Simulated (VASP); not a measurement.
Write the native input for VASP 6.6.1 that does the following.

```
Task                   : single point
Functional             : r2SCAN
Potentials or basis    : VASP PAW PBE potentials, release 64 (Si, C)
Cutoff                 : 520 eV
k mesh                 : 12 × 12 × 12
Occupations            : fermi-dirac, width 0.02 eV
Spin                   : no spin polarisation
Dipole correction      : no
Further INCAR settings : ALGO = Normal; EDIFF = 1e-06; NBANDS = 11
```

SiC:

```
Si C
1.0
     0.00000    2.19275    2.19275
     2.19275    0.00000    2.19275
     2.19275    2.19275    0.00000
Si C
1 1
Cartesian
  0.0000 0.0000 0.0000
  1.0964 1.0964 1.0964
```

The input as run:

POSCAR

```
SiC
1.0
    0.0000000000      2.1927453000      2.1927453000
    2.1927453000      0.0000000000      2.1927453000
    2.1927453000      2.1927453000      0.0000000000
Si C
1 1
Direct
    0.0000000000      0.0000000000      0.0000000000
    0.2500000000      0.2500000000      0.2500000000
```

INCAR.step1

```
PREC     = Accurate       # precision mode
ENCUT    = 520            # plane-wave cutoff, eV
ISMEAR   = -1             # smearing method
SIGMA    = 0.02           # smearing width, eV
LREAL    = F              # projectors in reciprocal space
LASPH    = T              # aspherical terms in the spheres
NELM     = 80             # most SCF steps
NBANDS   = 11             # bands
GGA      = PE             # functional
ALGO     = Normal         # electronic algorithm
EDIFF    = 1E-4           # SCF threshold, eV
LWAVE    = T              # write WAVECAR
LCHARG   = F              # write CHGCAR
```

INCAR.step2

```
PREC     = Accurate       # precision mode
ENCUT    = 520            # plane-wave cutoff, eV
EDIFF    = 1E-6           # SCF threshold, eV
ISMEAR   = -1             # smearing method
SIGMA    = 0.02           # smearing width, eV
LREAL    = F              # projectors in reciprocal space
LASPH    = T              # aspherical terms in the spheres
NELM     = 80             # most SCF steps
ALGO     = Normal         # electronic algorithm
ISIF     = 2              # what is computed and relaxed
LWAVE    = F              # write WAVECAR
LCHARG   = T              # write CHGCAR
METAGGA  = R2SCAN         # meta-GGA
LMIXTAU  = T            
LELF     = T              # ELF
LVHAR    = T            
NBANDS   = 11             # bands
ISTART   = 1
```

KPOINTS

```
Automatic mesh
0
Gamma
  12 12 12
```

Potentials or basis: VASP PAW PBE potentials, release 64 (Si, C).

Launch:

```bash
$ cat potpaw_PBE.64/Si/POTCAR potpaw_PBE.64/C/POTCAR > POTCAR
$ cp INCAR.step1 INCAR
$ mpirun -np 1 vasp_std > vasp.out
$ cp INCAR.step2 INCAR
$ mpirun -np 1 vasp_std > vasp.out
```

It gave:

| Quantity | Value |
| --- | --- |
| Pressure | -4.5 GPa |
| Band gap on the k mesh | 1.74 eV (least direct gap 5.03 eV) |

Caveat: the cell stands under tension; the PAW data sets were made with another functional, which shifts forces and pressure a little.

Wall time 25 s on 1 thread of Intel(R) Xeon(R) Platinum 8559C (Emerald Rapids) (shared host), peak memory 0.14 GiB.
